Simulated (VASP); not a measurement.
A run of VASP 6.6.1:

INCAR

```
PREC = Accurate ; ENCUT = 520
EDIFF = 1E-6 ; ISMEAR = -1
SIGMA = 0.05 ; LREAL = F
LASPH = T ; NELM = 60
ALGO = Normal ; ISIF = 2
LWAVE = F ; LCHARG = F
GGA = PS ; NBANDS = 10
```

KPOINTS

```
regular mesh
0
Gamma
  15 15 15
```

File POSCAR:

```
Os
1.0
    2.7506450000      0.0000000000      0.0000000000
    1.3753225000      2.3821284468      0.0000000000
    1.3753225000      0.7940428156      2.2458922378
Os
1
Direct
    0.0000000000      0.0000000000      0.0000000000
```

Potentials or basis: VASP PAW PBE potentials, release 64 (Os).

Launch:

```sh
$ cat potpaw_PBE.64/Os/POTCAR > POTCAR
$ mpirun -np 1 vasp_std > vasp.out
```

Hardware: 1 thread of Intel Xeon 8259CL (shared host).

Problem. Estimate the wall time of this run.

Solution. It took 19 s on 1 thread of Intel Xeon 8259CL (shared host), peak memory 0.14 GiB. Counts: scf iterations 12, k points 120.
